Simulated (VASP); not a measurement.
# Si16C (a cell with a defect) in VASP: notebook

Runs on Si16C (a cell with a defect). Level: PBE. Tasks: single point.

All numbers are computed with VASP 6.6.1; they aren't measurements. Logs are shortened: lines on timing, memory, paths and dates and some standing lists are left out, and cuts for length are marked.

**1. The cell of the first run**

The cell holds a defect, 17 atoms: a = 7.679 Å, b = 7.679 Å, c = 7.679 Å, α = 60.00°, β = 60.00°, γ = 60.00°.

**2. Single point, PBE, collinear spin**

Contents of INCAR:

```
SYSTEM = Si16C
PREC = Accurate ; ENCUT = 520
EDIFF = 1E-7 ; ISMEAR = -1
SIGMA = 0.05 ; LREAL = Auto
LASPH = .True. ; NELM = 150
ALGO = Normal ; ISIF = 2
LWAVE = .False. ; LCHARG = .False.
ISPIN = 2 ; MAGMOM = 0 0 0 0 0 0 0 0 0 0 0 0 0 0 0 0 1
LORBIT = 11 ; GGA = PE
NBANDS = 52
```

Contents of KPOINTS:

```
regular mesh
0
Gamma
  2 2 2
  0 0 0
```

Contents of POSCAR:

```
Si16C
1.0
    0.0000000000      5.4300000000      5.4300000000
    5.4300000000      0.0000000000      5.4300000000
    5.4300000000      5.4300000000      0.0000000000
Si C
16 1
Direct
   -0.0096500921     -0.0216758748      0.0254327808
    0.1328176796      0.0640331492      0.1311418048
    0.0172559853      0.0087108656      0.5100368324
    0.1116758748      0.1124309392      0.6513812155
   -0.0112523020      0.4690791897     -0.0643646409
    0.1156721915      0.6330386740      0.0772191529
    0.0316758748      0.5102394107      0.4637384899
    0.1861049724      0.6042449355      0.5900092081
    0.4740515654     -0.0375138122     -0.0563167587
    0.5852394107      0.1631952118      0.0708563536
    0.4956077348      0.0038581952      0.4387569061
    0.6482044199      0.0711141805      0.5873204420
    0.3882596685      0.5649447514      0.1576519337
    0.7420810313      0.6706998158      0.1492817680
    0.5750736648      0.4322744015      0.4514456722
    0.6892173112      0.5842265193      0.6353130755
    0.5450460405      0.4431675875      0.9710128913
```

Potentials or basis: VASP PAW PBE potentials, release 64 (Si, C).

Command:

```bash
> cat potpaw_PBE.64/Si/POTCAR potpaw_PBE.64/C/POTCAR > POTCAR
> mpirun -np 1 vasp_std > vasp.out
```

OUTCAR:

```text
SYSTEM = Si16C
   PREC = Accurate
   ENCUT = 520
   EDIFF = 1E-7
   ISMEAR = -1
   LREAL = Auto
   LASPH = .True.
   NELM = 150
   ISIF = 2
   ISPIN = 2
   LORBIT = 11
   GGA = PE

 ion  position               nearest neighbor table
   1  0.990  0.978  0.025-   2 2.11   6 2.21   4 2.35  10 2.61
   2  0.133  0.064  0.131-   1 2.11   9 2.20   3 2.45   5 2.59
   3  0.017  0.009  0.510-   4 2.14  12 2.42   2 2.45   8 2.56
   4  0.112  0.112  0.651-   3 2.14   1 2.35  11 2.48   7 2.53
   5  0.989  0.469  0.936-  14 2.28   8 2.28   2 2.59   6 2.72
   6  0.116  0.633  0.077-   1 2.21  13 2.22   7 2.45  14 2.52   5 2.72
   7  0.032  0.510  0.464-  16 2.18   8 2.36   6 2.45   4 2.53  13 2.63
   8  0.186  0.604  0.590-   5 2.28   7 2.36  15 2.47   3 2.56  13 2.98
   9  0.474  0.962  0.944-   2 2.20  12 2.27  14 2.62  10 2.78  13 2.89
  10  0.585  0.163  0.071-  17 1.80  11 2.32   1 2.61   9 2.78  13 2.94
  11  0.496  0.004  0.439-  10 2.32  12 2.34   4 2.48  16 2.73
  12  0.648  0.071  0.587-   9 2.27  15 2.29  11 2.34   3 2.42
  13  0.388  0.565  0.158-  17 1.69   6 2.22   7 2.63  15 2.77   9 2.89  10 2.94   8 2.98
  14  0.742  0.671  0.149-   5 2.28  15 2.35   6 2.52   9 2.62
  15  0.575  0.432  0.451-  12 2.29  14 2.35   8 2.47  13 2.77  16 2.83
  16  0.689  0.584  0.635-  17 2.14   7 2.18  11 2.73  15 2.83
  17  0.545  0.443  0.971-  13 1.69  10 1.80  16 2.14

  LATTYP: Found a face centered cubic cell.
 ALAT       =    10.8600000000

  Lattice vectors:

 A1 = (   0.0000000000,   5.4300000000,   5.4300000000)
 A2 = (   5.4300000000,   0.0000000000,   5.4300000000)
 A3 = (   5.4300000000,   5.4300000000,   0.0000000000)

Analysis of symmetry for initial positions (statically):
=====================================================================
 Subroutine PRICEL returns:
 Original cell was already a primitive cell.

 Routine SETGRP: Setting up the symmetry group for a
 face centered cubic supercell.

 Subroutine GETGRP returns: Found  1 space group operations
 (whereof  1 operations were pure point group operations)
 out of a pool of 48 trial point group operations.

The static configuration has the point symmetry C_1 .

Analysis of symmetry for dynamics (positions and initial velocities):
=====================================================================
 Subroutine PRICEL returns:
 Original cell was already a primitive cell.

 Routine SETGRP: Setting up the symmetry group for a
 face centered cubic supercell.

 Subroutine GETGRP returns: Found  1 space group operations
 (whereof  1 operations were pure point group operations)
 out of a pool of 48 trial point group operations.

The dynamic configuration has the point symmetry C_1 .

Analysis of structural, dynamic, and magnetic symmetry:
=====================================================================
 Subroutine PRICEL returns:
 Original cell was already a primitive cell.

 Routine SETGRP: Setting up the symmetry group for a
 face centered cubic supercell.

 Subroutine GETGRP returns: Found  1 space group operations
 (whereof  1 operations were pure point group operations)
 out of a pool of 48 trial point group operations.

The overall configuration has the point symmetry C_1 .

 Subroutine INISYM returns: Found  1 space group operations
 (whereof  1 operations are pure point group operations),
 and found     1 'primitive' translations

----------------------------------------------------------------------------------------

                                     Primitive cell

  volume of cell :     320.2060

  direct lattice vectors                    reciprocal lattice vectors
     0.000000000  5.430000000  5.430000000    -0.092081031  0.092081031  0.092081031
     5.430000000  0.000000000  5.430000000     0.092081031 -0.092081031  0.092081031
     5.430000000  5.430000000  0.000000000     0.092081031  0.092081031 -0.092081031

  length of vectors
     7.679179644  7.679179644  7.679179644     0.159489025  0.159489025  0.159489025

  position of ions in fractional coordinates (direct lattice)
     0.990349908  0.978324125  0.025432781
     0.132817680  0.064033149  0.131141805
     0.017255985  0.008710866  0.510036832
     0.111675875  0.112430939  0.651381216
     0.988747698  0.469079190  0.935635359
     0.115672192  0.633038674  0.077219153
[... 74 lines left out ...]
   NGX,Y,Z   is equivalent  to a cutoff of  12.99, 12.99, 12.99 a.u.
   NGXF,Y,Z  is equivalent  to a cutoff of  25.98, 25.98, 25.98 a.u.
 SYSTEM =  Si16C
   PREC   = accura    normal or accurate (medium, high low for compatibility)
   ISTART =      0    job   : 0-new  1-cont  2-samecut
   ICHARG =      2    charge: 1-file 2-atom 10-const
   ISPIN  =      2    spin polarized calculation?
   LNONCOLLINEAR =      F non collinear calculations
   LSORBIT =      F    spin-orbit coupling
   LASPH  =      T    aspherical Exc in radial PAW
   ENCUT  =  520.0 eV  38.22 Ry    6.18 a.u.  14.28 14.28 14.28*2*pi/ulx,y,z
   NELM   =    150;   NELMIN=  2; NELMDL= -5     # of ELM steps
   EDIFF  = 0.1E-06   stopping-criterion for ELM
   LREAL  =      T    real-space projection
   EDIFFG = 0.1E-05   stopping-criterion for IOM
   NSW    =      0    number of steps for IOM
   IBRION =     -1    ionic relax: 0-MD 1-quasi-New 2-CG
   NFREE  =      0    steps in history (QN), initial steepest desc. (CG)
   ISIF   =      2    stress and relaxation
   ISYM   =      2    0-nonsym 1-usesym 2-fastsym
   POTIM  = 0.5000    time-step for ionic-motion
   TEBEG  =    0.0;   TEEND  =   0.0 temperature during run
   PSTRESS=    0.0 pullay stress
   NELECT =      68.0000    total number of electrons
   NUPDOWN=      -1.0000    fix difference up-down
   EMIN   =  10.00;   EMAX   =-10.00  energy-range for DOS
   EFERMI =   0.00;   METHOD = LEGACY
   ISMEAR =    -1;   SIGMA  =   0.05  broadening in eV -4-tet -1-fermi 0-gaus
   EFERMI_NEDOS =   21; number of points for ismear=-14 and -15
   IALGO  =     38    algorithm
   IMIX   =      4    mixing-type and parameters
     AMIX     =   0.40;   BMIX     =  1.00
     AMIX_MAG =   1.60;   BMIX_MAG =  1.00
  volume/ion in A,a.u.               =      18.84       127.11
  Fermi-wavevector in a.u.,A,eV,Ry     =   0.976715  1.845724 12.979587  0.953973
  Thomas-Fermi vector in A             =   2.107356
   LORBIT       =     11    0 simple, 1 ext, 2 COOP (PROOUT), +10 PAW based schemes
   GGA     = PE    functional components
   LHFCALC =     F    Hartree Fock is set to
   AEXX    =    0.0000 exact exchange contribution
   IVDW    =     0    specifies the selected vdW correction
   LEPSILON=     F    determine dielectric tensor
   LRPA    =     F    only Hartree local field effects (RPA)
 spin polarized calculation
  energy-cutoff  :      520.00
  volume of cell :      320.21
 maximum number of plane-waves:      8646
 NGX is ok and might be reduce to    60
   NGX = 29   NGY = 29   NGZ = 29

 number of electron      68.0000000 magnetization       0.0000133

 number of electron      68.0000000 magnetization      -0.0000057

 Free energy of the ion-electron system (eV)
  ---------------------------------------------------
  ext. energy  EPLUGINS =         0.00000000
  ---------------------------------------------------
  free energy    TOTEN  =       -85.62628090 eV

  energy without entropy =      -85.59152395  energy(sigma->0) =      -85.60890243

 E-fermi :   6.1496     XC(G=0):  -9.6527

 val. band max:        6.1119132214   @ k =   0.0000   0.0000   0.0000
 cond. band min:       6.1936547032   @ k =   0.5000   0.5000   0.5000
 fundamental gap:      0.0817414818
 Fermi energy:         6.1496231329

 spin component 1

 k-point     1 :       0.0000    0.0000    0.0000
  band No.  band energies     occupation
      1      -7.0423      1.00000
      2      -5.4762      1.00000
      3      -4.0732      1.00000
      4      -3.8835      1.00000
      5      -3.5451      1.00000
      6      -2.9665      1.00000
[... 381 lines left out ...]
     45       9.5815      0.00000
     46       9.7272      0.00000
 Fermi energy:         6.1496231329

 spin component 2

 k-point     1 :       0.0000    0.0000    0.0000
  band No.  band energies     occupation
      1      -7.0423      1.00000
      2      -5.4762      1.00000
      3      -4.0732      1.00000
      4      -3.8835      1.00000
      5      -3.5451      1.00000
      6      -2.9665      1.00000
[... 381 lines left out ...]
     45       9.5815      0.00000
     46       9.7272      0.00000
 [bands above 46 left out]

------------------------ aborting loop because EDIFF is reached ----------------------------------------

  FORCE on cell =-STRESS in cart. coord.  units (eV):
  Direction    XX          YY          ZZ          XY          YZ          ZX
  --------------------------------------------------------------------------------------
  -------------------------------------------------------------------------------------
  Total       11.9057362      0.2654580      5.6627060      1.3284217      6.9479424      0.1001431
  in kB       59.5713378      1.3282411     28.3338188      6.6468683     34.7646055      0.5010744
  external PRESSURE =      29.7444659 kB  Pullay stress =       0.0000000 kB

 VOLUME and BASIS-vectors are now :
 -----------------------------------------------------------------------------
  energy-cutoff  :      520.00
  volume of cell :      320.21
      direct lattice vectors                 reciprocal lattice vectors
     0.000000000  5.430000000  5.430000000    -0.092081031  0.092081031  0.092081031
     5.430000000  0.000000000  5.430000000     0.092081031 -0.092081031  0.092081031
     5.430000000  5.430000000  0.000000000     0.092081031  0.092081031 -0.092081031

 POSITION                                       TOTAL-FORCE (eV/Angst)
 -----------------------------------------------------------------------------------
      5.45040      5.51570     10.68990        -0.312950     -3.757671     -1.653647
      1.05980      1.43330      1.06890         3.631302      0.755723      1.959344
      2.81680      2.86320      0.14100        -3.248387     -1.577977     -2.377138
      4.14750      4.14340      1.21690         1.169261      1.155372      2.764610
      7.62760     10.44940      7.91600        -0.312253      1.445628     -0.379680
      3.85670      1.04740      4.06550        -1.359530     -1.039020     -2.760836
[... 9 lines left out ...]
      6.62210      7.19220      6.91480         1.729876     -1.743023     -3.029537
      7.67900      8.23220      5.36600        -3.550702     -1.409097      2.207768
 -----------------------------------------------------------------------------------
    total drift:                                0.012521     -0.010313     -0.007249

  FREE ENERGIE OF THE ION-ELECTRON SYSTEM (eV)
  ---------------------------------------------------
  free  energy   TOTEN  =       -85.6262808993 eV

  energy  without entropy=      -85.5915239540  energy(sigma->0) =      -85.60890243

 total charge

# of ion       s       p       d       tot
------------------------------------------
    1        0.775   0.960   0.000   1.736
    2        0.762   0.961   0.000   1.723
    3        0.761   0.914   0.000   1.675
    4        0.759   0.933   0.000   1.692
    5        0.800   0.839   0.000   1.639
    6        0.802   0.891   0.000   1.693
[... 9 lines left out ...]
   16        0.797   0.769   0.000   1.566
   17        0.898   1.547   0.000   2.445
--------------------------------------------------
tot         13.365  15.683   0.000  29.048

 magnetization (x)

# of ion       s       p       d       tot
------------------------------------------
    1       -0.000  -0.000   0.000  -0.000
    2        0.000  -0.000   0.000   0.000
    3        0.000   0.000   0.000   0.000
    4        0.000   0.000   0.000   0.000
    5       -0.000  -0.000   0.000  -0.000
    6       -0.000  -0.000   0.000  -0.000
[... 9 lines left out ...]
   16       -0.000  -0.000   0.000  -0.000
   17       -0.000   0.000   0.000   0.000
--------------------------------------------------
tot         -0.000   0.000   0.000  -0.000
```

Run time: 11 min. Hardware: 1 thread of Intel Xeon Platinum 8259CL at 2.50GHz (Skylake/Cascade Lake), shared host; peak memory 0.7 GiB.

What came out:

```yaml
Free_energy: -85.6263 eV
Pressure: 3.0 GPa
Largest_force: 4.412 eV/Å
Band_gap_on_the_k_mesh: zero (filled and empty bands overlap)
Net_moment: 0.00 μB per cell
Valence_electrons_inside_the_program's_atomic_spheres: Si 1.74, 1.72, 1.68, 1.69, 1.64, 1.65, 1.63, 1.62, 1.71, 1.57 (each value once); C 2.44
```

Forces on the atoms (eV/Å):
```
Si  -0.313 -3.758 -1.654
Si   3.631  0.756  1.959
Si  -3.248 -1.578 -2.377
Si   1.169  1.155  2.765
Si  -0.312  1.446 -0.380
Si  -1.360 -1.039 -2.761
Si  -1.587  1.238  0.450
Si   0.196 -0.132  1.088
Si   0.263  2.810  0.683
Si  -1.777  0.621 -0.310
Si   0.242  1.045 -1.282
Si  -0.650  0.010  0.620
Si   2.807  2.166  1.886
Si   0.606 -1.090 -0.353
Si   2.154 -0.499  0.487
Si   1.730 -1.743 -3.030
C   -3.551 -1.409  2.208
```

Caveat: the k points lie up to 0.50 Å⁻¹ apart; the atoms stand as in a frame of molecular dynamics.

[end of part 1 of 2]

The gap in the log of VASP goes by the Fermi energy; the results here count the filled bands.